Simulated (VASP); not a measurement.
A run of VASP 6.6.1 is set up as follows.

File INCAR:

```
SYSTEM = Ir
PREC = Accurate
ENCUT = 520
EDIFF = 1E-6
ISMEAR = 0
SIGMA = 0.1
LREAL = .FALSE.
LASPH = .TRUE.
NELM = 100
ALGO = Fast
ISIF = 2
LWAVE = .FALSE.
LCHARG = .FALSE.
LDIPOL = .TRUE.
IDIPOL = 3
DIPOL = 0.5 0.5 0.500
GGA = PS
IBRION = 2
NSW = 80
EDIFFG = -0.02
```

The input KPOINTS:

```
Automatic mesh
0
G
  13 13 1
  0 0 0
```

File POSCAR:

```
Ir
1.0
    2.7083818992      0.0000000000      0.0000000000
    0.0000000000      2.7083818992      0.0000000000
    0.0000000000      0.0000000000     24.5755760347
Ir
6
Direct
    0.5000000000      0.5000000000      0.3051810460
    0.0000000000      0.0000000000      0.3831086276
    0.5000000000      0.5000000000      0.4610362092
    0.0000000000      0.0000000000      0.5389637908
    0.5000000000      0.5000000000      0.6168913724
    0.0000000000      0.0000000000      0.6948189540
```

Potentials or basis: VASP PAW PBE potentials, release 64 (Ir).

The run is started by

```sh
$ cat potpaw_PBE.64/Ir/POTCAR > POTCAR
$ mpirun -np 1 vasp_std > vasp.out
```

Question: What does it give for the energy gained by relaxing?

Answer: 16.7 meV/atom.

Question: What does it give for the band gap on the k mesh?

Answer: Zero (bands 27 and 28 overlap by 2.08 eV).

Final structure:
```yaml
crystal:
  lattice:
    - [2.70838, 0.00000, 0.00000]
    - [0.00000, 2.70838, 0.00000]
    - [0.00000, 0.00000, 24.57558]
  atoms:
    - { symbol: Ir, position: [0.50000, 0.50000, 0.30808] }
    - { symbol: Ir, position: [0.00000, 0.00000, 0.38214] }
    - { symbol: Ir, position: [0.50000, 0.50000, 0.46071] }
    - { symbol: Ir, position: [0.00000, 0.00000, 0.53929] }
    - { symbol: Ir, position: [0.50000, 0.50000, 0.61786] }
    - { symbol: Ir, position: [0.00000, 0.00000, 0.69192] }
```

Caveat: spin-orbit coupling is left out, which moves the levels of the heavy elements.
